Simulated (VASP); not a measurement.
Input of a VASP 6.6.1 run:

Contents of INCAR:

```
SYSTEM = CdTe
PREC = Accurate
ENCUT = 520
EDIFF = 1E-8
ISMEAR = 0
SIGMA = 0.01
LREAL = .False.
LASPH = .True.
NELM = 100
ALGO = Normal
ISIF = 2
LWAVE = .False.
LCHARG = .False.
METAGGA = R2SCAN
LMIXTAU = .True.
LCALCEPS = .True.
```

File KPOINTS:

```
regular mesh
0
Gamma
  6 6 6
  0 0 0
```

POSCAR

```
CdTe
1.0
    0.0000000000      3.2471555650      3.2471555650
    3.2471555650      0.0000000000      3.2471555650
    3.2471555650      3.2471555650      0.0000000000
Cd Te
1 1
Direct
    0.0000000000      0.0000000000      0.0000000000
    0.2500000000      0.2500000000      0.2500000000
```

Potentials or basis: VASP PAW PBE potentials, release 64 (Cd, Te).

Run with:

```sh
$ cat potpaw_PBE.64/Cd/POTCAR potpaw_PBE.64/Te/POTCAR > POTCAR
$ mpirun -np 1 vasp_std > vasp.out
```

(1) What does it give for the electronic dielectric tensor (diagonal)?

(2) Estimate the Born charges (mean of the diagonal).

(3) Predict the band gap on the k mesh.

Results:

(1) 7.25.

(2) Cd +2.19; Te -2.19 e.

(3) 1.25 eV.

Caveat: the cell differs from its parent crystal (strain -1.0%); spin-orbit coupling is left out, which moves the levels of the heavy elements.
